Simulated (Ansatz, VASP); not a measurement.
# Two plane-wave programs on Si6Ru

```
CELL_PARAMETERS angstrom
4.28749 0.00004 -0.00071
0.00124 3.66823 -0.00017
-0.00253 -0.00002 7.41518
ATOMIC_POSITIONS crystal
Si 0.89190 0.49975 0.49994
Si 0.55148 0.99992 0.49999
Si 0.09153 0.50003 0.79679
Si 0.46833 0.00012 0.82144
Si 0.09191 0.50008 0.20328
Si 0.46864 0.00018 0.17852
Ru 0.93621 0.99992 0.00004
```

Change from the starting cell: cell x1, atoms moved at random (sigma 0.05 Å) and cell strained at random (1.5 %), then relaxed without symmetry.

Alike in both runs: functional PBE; k mesh 6 × 6 × 4; occupations gaussian, width 0.2 eV; no spin polarisation.

Ansatz relaxed the structure, and its values are those at the end. VASP's run is a single point on that final structure, the one shown.

```csv
,VASP,Ansatz
version,VASP 6.6.1,Ansatz 0.2.0
potentials or method,"VASP PAW PBE potentials, release 64 (Si, Ru_pv), cutoff 520 eV","scalar-relativistic, plane waves, PAW"
valence electrons in the cell,38,40
```

```csv
,VASP,Ansatz,Ansatz less VASP
gap on the k mesh at the Fermi level (eV),none,none,-
pressure (GPa),0.0,0.1,+0.06
rms of the force components (eV/Å),0.008,0.003,-0.0044
```

A gap of «none» marks a metal or a gap that the smearing closes. VASP's potentials hold 38 valence electrons a cell and Ansatz's 40, so a difference there can come from the potentials and not from the codes.
